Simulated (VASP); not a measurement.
Crystal: ZnS (Wurtzite-2H).

```xyz
4
Lattice="3.8110 0.0000 0.0000 -1.9055 3.3004 0.0000 0.0000 0.0000 6.2340" Properties=species:S:1:pos:R:3 pbc="T T T"
Zn    1.9055    1.1001    3.1170
Zn    0.0000    2.2003    0.0000
S     1.9055    1.1001    5.5171
S     0.0000    2.2003    2.4001
```

Base run:

| Quantity | Value |
| --- | --- |
| Program | VASP 6.6.1 |
| Functional | revPBE |
| Potentials or basis | VASP PAW PBE potentials, release 64 (Zn, S) |
| Cutoff | 520 eV |
| k mesh | 5 × 5 × 3 |
| Occupations | fermi-dirac, width 0.05 eV |
| Spin | no spin polarisation |

Its results: band gap on the k mesh 2.38 eV, direct; pressure 4.4 GPa; largest force 0.331 eV/Å.

The run is repeated on the same cell with these changes: functional from revPBE to BLYP. What comes out?

Band gap on the k mesh 2.26 eV, direct; pressure 6.4 GPa; largest force 0.347 eV/Å.

Caveats: the PAW data sets were made with another functional, which shifts forces and pressure a little.

